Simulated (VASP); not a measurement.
Wanted: the native input for a VASP 6.6.1 run.

```yaml
Task: single point
Functional: PBE
Dispersion: D3(BJ)
Potentials_or_basis: VASP PAW PBE potentials, release 64 (Si, B)
Cutoff: 520 eV
k_mesh: 2 × 2 × 2
Occupations: fermi-dirac, width 0.05 eV
Spin: collinear spin, zero start
Starting_moments: "[0.0, 0.0, 0.0, 0.0, 0.0, 0.0, 0.0, 0.0, 0.0, 0.0, 0.0, 0.0, 0.0, 0.0, 0.0, 0.0, 0.0] μB"
Dipole_correction: no
Further_INCAR_settings: LREAL = Auto; ALGO = Normal; EDIFF = 1e-06; NBANDS = 52
```

The structure of Si16B (a cell with a defect) lies in POSCAR:

```
Si16B
1.0
    0.0000000000      5.4300000000      5.4300000000
    5.4300000000      0.0000000000      5.4300000000
    5.4300000000      5.4300000000      0.0000000000
Si B
16 1
Direct
   -0.0205801105      0.0597513812     -0.0230110497
    0.1093001842      0.1844014733      0.0901289134
    0.0504788214      0.0160957643      0.4747882136
    0.1362983425      0.1561878453      0.6007734807
   -0.0060036832      0.5527071823     -0.0398710866
    0.1609760589      0.7046224678      0.0037937385
    0.0586003683      0.5238305709      0.4028545120
    0.1293278085      0.6470073665      0.5995488029
    0.4838766114      0.0732688766     -0.0431215470
    0.5961325967      0.1852117864      0.1111233886
    0.5468968692      0.0155893186      0.4799539595
    0.6678176796      0.1491436464      0.5857734807
    0.5166390424      0.5654788214     -0.0205616943
    0.6296500921      0.6906445672      0.0993554328
    0.4985727440      0.5205064457      0.4875230203
    0.6384898711      0.6121178637      0.6255432781
    0.8376611418      0.7989502762      0.3910128913
```

One way to write it, as run:

INCAR

```
PREC = Accurate
ENCUT = 520
EDIFF = 1E-6
ISMEAR = -1
SIGMA = 0.05
LREAL = Auto
LASPH = True
NELM = 150
ALGO = Normal
ISIF = 2
LWAVE = False
LCHARG = True
ISPIN = 2
MAGMOM = 0 0 0 0 0 0 0 0 0 0 0 0 0 0 0 0 0
LORBIT = 11
GGA = PE
IVDW = 12
LELF = True
LVHAR = True
NBANDS = 52
```

KPOINTS

```
regular mesh
0
Gamma
  2 2 2
```

Potentials or basis: VASP PAW PBE potentials, release 64 (Si, B).

Command:

```bash
$ cat potpaw_PBE.64/Si/POTCAR potpaw_PBE.64/B/POTCAR > POTCAR
$ mpirun -np 1 vasp_std > vasp.out
```

Results of the run:

```yaml
Pressure: 0.0 GPa
Largest_force: 2.141 eV/Å
Net_moment: 0.00 μB per cell
Valence_electrons_inside_the_program's_atomic_spheres: Si 1.68, 1.69, 1.72, 1.66, 1.67, 1.71, 1.70 (each value once); B 1.76
Dispersion_energy_per_atom: -0.314 eV
```

Caveat: the k points lie up to 0.50 Å⁻¹ apart; no moment was typed at the start, so none could form.

Run time: 12 min on 1 thread of Intel(R) Xeon(R) 6975P-C (Granite Rapids) (shared host), peak memory 0.71 GiB.
